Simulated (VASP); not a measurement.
# Eu (Fm-3m) in VASP: further runs, part 2 of 2

VASP 6.6.1. The steps go on from the part before.

## 3. Single point, PBE, collinear spin, ferromagnetic start

This run uses another cell than the first one, of 43.40 Å³/atom.

File INCAR:

```
SYSTEM = Eu
ALGO = Fast
EDIFF = 1E-6
ENCUT = 520
GGA = PE
ISIF = 2
ISMEAR = -1
ISPIN = 2
LASPH = .TRUE.
LCHARG = .FALSE.
LMAXMIX = 6
LORBIT = 11
LREAL = .FALSE.
LWAVE = .FALSE.
MAGMOM = 7
NBANDS = 18
NELM = 150
PREC = Accurate
SIGMA = 0.05
```

File KPOINTS:

```
k-points
0
G
  8 8 8
  0 0 0
```

File POSCAR:

```
Eu
1.0
    0.0000000000      2.7893026914      2.7893026914
    2.7893026914      0.0000000000      2.7893026914
    2.7893026914      2.7893026914      0.0000000000
Eu
1
Direct
    0.0000000000      0.0000000000      0.0000000000
```

Potentials or basis: VASP PAW PBE potentials, release 64 (Eu).

The run is started by

```sh
$ cat potpaw_PBE.64/Eu/POTCAR > POTCAR
$ mpirun -np 1 vasp_std > vasp.out
```

OUTCAR:

```text
SYSTEM = Eu
   EDIFF = 1E-6
   ENCUT = 520
   GGA = PE
   ISIF = 2
   ISMEAR = -1
   ISPIN = 2
   LASPH = .TRUE.
   LORBIT = 11
   LREAL = .FALSE.
   NELM = 150
   PREC = Accurate

 ion  position               nearest neighbor table
   1  0.000  0.000  0.000-

  LATTYP: Found a face centered cubic cell.
 ALAT       =     5.5786053828

  Lattice vectors:

 A1 = (   0.0000000000,   2.7893026914,   2.7893026914)
 A2 = (   2.7893026914,   0.0000000000,   2.7893026914)
 A3 = (   2.7893026914,   2.7893026914,   0.0000000000)

Analysis of symmetry for initial positions (statically):
=====================================================================
 Subroutine PRICEL returns:
 Original cell was already a primitive cell.

 Routine SETGRP: Setting up the symmetry group for a
 face centered cubic supercell.

 Subroutine GETGRP returns: Found 48 space group operations
 (whereof 48 operations were pure point group operations)
 out of a pool of 48 trial point group operations.

The static configuration has the point symmetry O_h .

Analysis of symmetry for dynamics (positions and initial velocities):
[... 686 lines left out ...]

 spin component 2

 k-point     1 :       0.0000    0.0000    0.0000
  band No.  band energies     occupation
      1     -36.5261      1.00000
      2     -15.8944      1.00000
      3     -15.8944      1.00000
      4     -15.8944      1.00000
      5      -1.4688      1.00000
      6       4.8519      0.00000
[... 493 lines left out ...]
     17       8.9844      0.00000
     18       9.3081      0.00000

 [... further k-points ...]

------------------------ aborting loop because EDIFF is reached ----------------------------------------

  FORCE on cell =-STRESS in cart. coord.  units (eV):
  Direction    XX          YY          ZZ          XY          YZ          ZX
  --------------------------------------------------------------------------------------
  -------------------------------------------------------------------------------------
  Total       -0.2328452     -0.2328452     -0.2328452     -0.0000000      0.0000000     -0.0000000
  in kB       -8.5952990     -8.5952990     -8.5952990     -0.0000000      0.0000000     -0.0000000
  external PRESSURE =      -8.5952990 kB  Pullay stress =       0.0000000 kB

 VOLUME and BASIS-vectors are now :
 -----------------------------------------------------------------------------
  energy-cutoff  :      520.00
  volume of cell :       43.40
      direct lattice vectors                 reciprocal lattice vectors
     0.000000000  2.789302691  2.789302691    -0.179256271  0.179256271  0.179256271
     2.789302691  0.000000000  2.789302691     0.179256271 -0.179256271  0.179256271
     2.789302691  2.789302691  0.000000000     0.179256271  0.179256271 -0.179256271

 POSITION                                       TOTAL-FORCE (eV/Angst)
 -----------------------------------------------------------------------------------
      0.00000      0.00000      0.00000         0.000000      0.000000      0.000000
 -----------------------------------------------------------------------------------
    total drift:                               -0.000000     -0.000000     -0.000000

  FREE ENERGIE OF THE ION-ELECTRON SYSTEM (eV)
  ---------------------------------------------------
  free  energy   TOTEN  =       -11.4659775247 eV

  energy  without entropy=      -11.4533978174  energy(sigma->0) =      -11.45968767

 total charge

# of ion       s       p       d       f       tot
--------------------------------------------------
    1        2.082   5.709   0.300   6.639  14.731

 magnetization (x)

# of ion       s       p       d       f       tot
--------------------------------------------------
    1       -0.000  -0.089   0.186   6.638   6.734
```

stdout:

```text
POSCAR found type information on POSCAR Eu
 POSCAR found :  1 types and       1 ions
 scaLAPACK will be used
 LDA part: xc-table for (Slater+PW92), standard interpolation
 POSCAR, INCAR and KPOINTS ok, starting setup
 FFT: planning ... GRIDC
 FFT: planning ... GRID_SOFT
 FFT: planning ... GRID
 WAVECAR not read
 entering main loop
WARNING in EDDRMM: call to ZHEGV failed, returncode =   8  4      2
WARNING in EDDRMM: call to ZHEGV failed, returncode =   8  4      4
```

It took 3.8 min on 1 thread of Oxide Virtual Turin-like, shared host; peak memory 0.18 GiB.

What came out:

```yaml
Free_energy: -11.4660 eV
Pressure: -0.9 GPa
Net_moment: 7.52 μB per cell
Site_moments: Eu +6.73 μB
Valence_electrons_inside_the_program's_atomic_spheres: Eu 14.73
```

Caveat: semilocal functionals describe open f shells poorly, which spoils levels, moments and volumes.
